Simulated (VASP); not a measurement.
# Ni (Im-3m) in VASP: notebook, part 3 of 3

VASP 6.6.1.

## (5) Single point, BLYP, collinear spin, ferromagnetic start (volume scaled by 0.92)

File INCAR:

```
PREC     = Accurate       # precision mode
ENCUT    = 520            # plane-wave cutoff, eV
EDIFF    = 1E-6           # SCF threshold, eV
ISMEAR   = -1             # smearing method
SIGMA    = 0.05           # smearing width, eV
LREAL    = False          # projectors in reciprocal space
LASPH    = True           # aspherical terms in the spheres
NELM     = 150            # most SCF steps
ALGO     = Normal         # electronic algorithm
ISIF     = 2              # what is computed and relaxed
LWAVE    = False          # write WAVECAR
LCHARG   = True           # write CHGCAR
ISPIN    = 2              # spin polarisation
MAGMOM   = 0.589          # initial moments
LORBIT   = 11             # projections on sites
LMAXMIX  = 4              # l up to which the mixer works
GGA      = B5             # functional
ALDAX    = 1.0          
AGGAX    = 1.0          
AGGAC    = 1.0          
ALDAC    = 0.0          
LELF     = True           # ELF
LVHAR    = True         
NBANDS   = 15             # bands
```

File KPOINTS:

```
Automatic mesh
0
Gamma
  17 17 17
```

File POSCAR:

```
Ni
1.0
   -1.3849119629      1.3849119629      1.3849119629
    1.3849119629     -1.3849119629      1.3849119629
    1.3849119629      1.3849119629     -1.3849119629
Ni
1
Direct
    0.0000000000      0.0000000000      0.0000000000
```

Potentials or basis: VASP PAW PBE potentials, release 64 (Ni).

Launch:

```
cat potpaw_PBE.64/Ni/POTCAR > POTCAR
mpirun -np 1 vasp_std > vasp.out
```

OUTCAR:

```text
PREC = Accurate
   ENCUT = 520
   EDIFF = 1E-6
   ISMEAR = -1
   LREAL = False
   LASPH = True
   NELM = 150
   ISIF = 2
   ISPIN = 2
   LORBIT = 11
   GGA = B5

 ion  position               nearest neighbor table
   1  0.000  0.000  0.000-

  LATTYP: Found a body centered cubic cell.
 ALAT       =     2.7698239258

  Lattice vectors:

 A1 = (  -1.3849119629,   1.3849119629,   1.3849119629)
 A2 = (   1.3849119629,  -1.3849119629,   1.3849119629)
 A3 = (   1.3849119629,   1.3849119629,  -1.3849119629)

Analysis of symmetry for initial positions (statically):
=====================================================================
 Subroutine PRICEL returns:
 Original cell was already a primitive cell.

 Routine SETGRP: Setting up the symmetry group for a
 body centered cubic supercell.

 Subroutine GETGRP returns: Found 48 space group operations
 (whereof 48 operations were pure point group operations)
 out of a pool of 48 trial point group operations.

The static configuration has the point symmetry O_h .

Analysis of symmetry for dynamics (positions and initial velocities):
=====================================================================
 Subroutine PRICEL returns:
 Original cell was already a primitive cell.

 Routine SETGRP: Setting up the symmetry group for a
 body centered cubic supercell.

 Subroutine GETGRP returns: Found 48 space group operations
 (whereof 48 operations were pure point group operations)
 out of a pool of 48 trial point group operations.

The dynamic configuration has the point symmetry O_h .

Analysis of structural, dynamic, and magnetic symmetry:
=====================================================================
 Subroutine PRICEL returns:
 Original cell was already a primitive cell.

 Routine SETGRP: Setting up the symmetry group for a
 body centered cubic supercell.

 Subroutine GETGRP returns: Found 48 space group operations
 (whereof 48 operations were pure point group operations)
 out of a pool of 48 trial point group operations.

The overall configuration has the point symmetry O_h .

 Subroutine INISYM returns: Found 48 space group operations
[... 149 lines left out ...]

 spin component 1

 k-point     1 :       0.0000    0.0000    0.0000
  band No.  band energies     occupation
      1       1.1557      1.00000
      2       7.7350      1.00000
      3       7.7350      1.00000
      4       7.7350      1.00000
      5       9.2022      1.00000
      6       9.2022      1.00000
      7      37.1068      0.00000
      8      37.1068      0.00000
      9      37.1068      0.00000
     10      42.1634      0.00000
     11      42.1634      0.00000
     12      42.7660      0.00000
     13      42.7660      0.00000
     14      42.7660      0.00000
[... 403 lines left out ...]
      4       8.8778      1.00000
      5       9.3111      1.00000
      6       9.6353      0.99972
      7      25.7835      0.00000
      8      26.4489      0.00000
      9      32.1559      0.00000
     10      37.3560      0.00000
     11      40.5833      0.00000
     12      44.1373      0.00000
     13      47.3070      0.00000
     14      50.4541      0.00000
     15      52.4942      0.00000

 [... further k-points ...]

 spin component 2

 k-point     1 :       0.0000    0.0000    0.0000
  band No.  band energies     occupation
      1       1.1605      1.00000
      2       8.3234      1.00000
      3       8.3234      1.00000
      4       8.3234      1.00000
      5       9.5782      0.99991
      6       9.5782      0.99991
      7      37.0475      0.00000
      8      37.0475      0.00000
      9      37.0475      0.00000
     10      42.1226      0.00000
     11      42.1226      0.00000
     12      42.9118      0.00000
     13      42.9118      0.00000
     14      42.9118      0.00000
[... 403 lines left out ...]
      4       9.3040      1.00000
      5       9.7520      0.99711
      6      10.1800      0.06194
      7      25.8922      0.00000
      8      26.5626      0.00000
      9      32.2360      0.00000
     10      37.3648      0.00000
     11      40.6513      0.00000
     12      44.1773      0.00000
     13      47.4039      0.00000
     14      50.4714      0.00000
     15      52.6071      0.00000

 [... further k-points ...]
[... 5 lines left out ...]
  --------------------------------------------------------------------------------------
  -------------------------------------------------------------------------------------
  Total        1.1034233      1.1034233      1.1034233      0.0000000     -0.0000000      0.0000000
  in kB      166.3896172    166.3896172    166.3896172      0.0000000     -0.0000000      0.0000000
  external PRESSURE =     166.3896172 kB  Pullay stress =       0.0000000 kB

 VOLUME and BASIS-vectors are now :
 -----------------------------------------------------------------------------
  energy-cutoff  :      520.00
  volume of cell :       10.62
      direct lattice vectors                 reciprocal lattice vectors
    -1.384911963  1.384911963  1.384911963     0.000000000  0.361033779  0.361033779
     1.384911963 -1.384911963  1.384911963     0.361033779  0.000000000  0.361033779
     1.384911963  1.384911963 -1.384911963     0.361033779  0.361033779  0.000000000

 POSITION                                       TOTAL-FORCE (eV/Angst)
 -----------------------------------------------------------------------------------
      0.00000      0.00000      0.00000         0.000000     -0.000000      0.000000
 -----------------------------------------------------------------------------------
    total drift:                                0.000000      0.000000      0.000000

  FREE ENERGIE OF THE ION-ELECTRON SYSTEM (eV)
  ---------------------------------------------------
  free  energy   TOTEN  =        -4.4842461372 eV

  energy  without entropy=       -4.4725944414  energy(sigma->0) =       -4.47842029

 total charge

# of ion       s       p       d       tot
------------------------------------------
    1        0.504   0.493   8.403   9.400

 magnetization (x)

# of ion       s       p       d       tot
------------------------------------------
    1       -0.005  -0.014   0.501   0.482
```

OSZICAR:

```text
N       E                     dE             d eps       ncg     rms          rms(c)
DAV:   1     0.335051462797E+02    0.33505E+02   -0.42012E+03 10497   0.858E+02
DAV:   2    -0.392914773790E+01   -0.37434E+02   -0.35016E+02 11167   0.162E+02
DAV:   3    -0.531898974134E+01   -0.13898E+01   -0.13702E+01 12231   0.307E+01
DAV:   4    -0.532667520441E+01   -0.76855E-02   -0.76840E-02 12107   0.218E+00
DAV:   5    -0.532675558630E+01   -0.80382E-04   -0.80382E-04 12311   0.201E-01    0.920E+00
DAV:   6    -0.474873243840E+01    0.57802E+00   -0.10441E+01 13995   0.353E+01    0.500E+00
DAV:   7    -0.450023954974E+01    0.24849E+00   -0.17738E+00 13107   0.133E+01    0.186E+00
DAV:   8    -0.448602152095E+01    0.14218E-01   -0.21641E-02 13136   0.939E-01    0.768E-01
DAV:   9    -0.448457272157E+01    0.14488E-02   -0.10985E-03 16113   0.201E-01    0.222E-01
DAV:  10    -0.448424404086E+01    0.32868E-03   -0.37411E-04 16072   0.101E-01    0.281E-02
DAV:  11    -0.448424556822E+01   -0.15274E-05   -0.16545E-05 13716   0.323E-02    0.103E-02
DAV:  12    -0.448424613718E+01   -0.56896E-06   -0.26000E-06 12058   0.106E-02
   1 F= -.44842461E+01 E0= -.44784203E+01  d E =-.116517E-01  mag=     0.4785
```

stdout:

```text
POSCAR found type information on POSCAR Ni
 POSCAR found :  1 types and       1 ions
 scaLAPACK will be used
 -----------------------------------------------------------------------------
|                                                                             |
|                                                                             |
|     You enforced a specific xc type in the INCAR file but a different       |
|     I HOPE YOU KNOW WHAT YOU ARE DOING!                                     |
|                                                                             |
 -----------------------------------------------------------------------------

 LDA part: xc-table for (Slater(with rela. corr.)+VWN5), standard interpolation
 POSCAR, INCAR and KPOINTS ok, starting setup
 FFT: planning ... GRIDC
 FFT: planning ... GRID_SOFT
 FFT: planning ... GRID
 WAVECAR not read
 entering main loop
```

Wall time 36 s (1 thread of Intel Xeon Platinum 8124M at 3.00GHz (Skylake/Cascade Lake), shared host); peak memory 0.15 GiB.

Results:

- Free energy: -4.4842 eV
- Pressure: 16.6 GPa
- Net moment: 0.48 μB per cell
- Site moments: Ni +0.48 μB
- Valence electrons inside the program's atomic spheres: Ni 9.40

Caveat: the PAW data sets were made with another functional, which shifts forces and pressure a little.

## (6) Single point, BLYP, collinear spin, ferromagnetic start (volume scaled by 0.96)

File INCAR:

```
PREC = Accurate
ENCUT = 520
EDIFF = 1E-7
ISMEAR = -1
SIGMA = 0.05
LREAL = F
LASPH = T
NELM = 150
ALGO = Normal
ISIF = 2
LWAVE = F
LCHARG = F
ISPIN = 2
MAGMOM = 0.589
LORBIT = 11
LMAXMIX = 4
GGA = B5
ALDAX = 1.0
AGGAX = 1.0
AGGAC = 1.0
ALDAC = 0.0
NBANDS = 15
```

File KPOINTS:

```
regular mesh
0
Gamma
  17 17 17
```

File POSCAR:

```
Ni
1.0
   -1.4046990928      1.4046990928      1.4046990928
    1.4046990928     -1.4046990928      1.4046990928
    1.4046990928      1.4046990928     -1.4046990928
Ni
1
Direct
    0.0000000000      0.0000000000      0.0000000000
```

Potentials or basis: VASP PAW PBE potentials, release 64 (Ni).

Launch:

```
cat potpaw_PBE.64/Ni/POTCAR > POTCAR
mpirun -np 1 vasp_std > vasp.out
```

Run time: 42 s. Hardware: 1 thread of Intel Xeon Platinum 8124M at 3.00GHz (Skylake/Cascade Lake), shared host; peak memory 0.16 GiB.

The run converged. Its results:

```
Free energy                                           : -4.5185 eV
Pressure                                              : 7.4 GPa
Net moment                                            : 0.51 μB per cell
Site moments                                          : Ni +0.52 μB
Valence electrons inside the program's atomic spheres : Ni 9.33
```

Levels at points of the mesh, in eV from the Fermi level:
Spin up:
| k point | band 3 | band 4 | band 5 | band 6 | band 7 | band 8 |
| --- | --- | --- | --- | --- | --- | --- |
| (0.00, 0.00, 0.00) | -2.22 | -2.22 | -0.83 | -0.83 | 26.62 | 26.62 |
Spin down:
```
           k point  band 1  band 2  band 3  band 4  band 5  band 6  band 7  band 8  band 9  band 10
(0.00, 0.00, 0.00)   -8.60   -1.60   -1.60   -1.60   -0.43   -0.43   26.55   26.55   26.55    31.34
```

Caveat: the PAW data sets were made with another functional, which shifts forces and pressure a little.

## (7) The runs side by side

| task | spin | cell | k mesh | cutoff (eV) | smearing | gap on the mesh (eV) | pressure (GPa) | moment (μB) |
| --- | --- | --- | --- | --- | --- | --- | --- | --- |
| relaxation of cell and atoms | off | relaxed from a = 2.422 Å, angles 109.5°, 1 atom | 16 × 16 × 16 | 600 | fermi-dirac 0.1 eV | none | 0.0 | - |
| single point | off | a = 2.462 Å, angles 109.5°, 1 atom | 25 × 25 × 25 | 520 | fermi-dirac 0.1 eV | none | 0.1 | - |
| single point | collinear, ferromagnetic start | a = 2.363 Å, angles 109.5°, 1 atom | 17 × 17 × 17 | 520 | fermi-dirac 0.05 eV | none | 28.3 | 0.44 |
| single point | collinear, ferromagnetic start | a = 2.399 Å, angles 109.5°, 1 atom | 17 × 17 × 17 | 520 | fermi-dirac 0.05 eV | none | 16.6 | 0.48 |
| single point | collinear, ferromagnetic start | a = 2.433 Å, angles 109.5°, 1 atom | 17 × 17 × 17 | 520 | fermi-dirac 0.05 eV | none | 7.4 | 0.51 |

Alike in all rows: level BLYP; potentials or basis VASP PAW PBE potentials, release 64 (Ni).

Caveats: the PAW data sets were made with another functional, which shifts forces and pressure a little.

Total energies depend on the potentials used, so only differences within one code and one set of settings carry meaning.
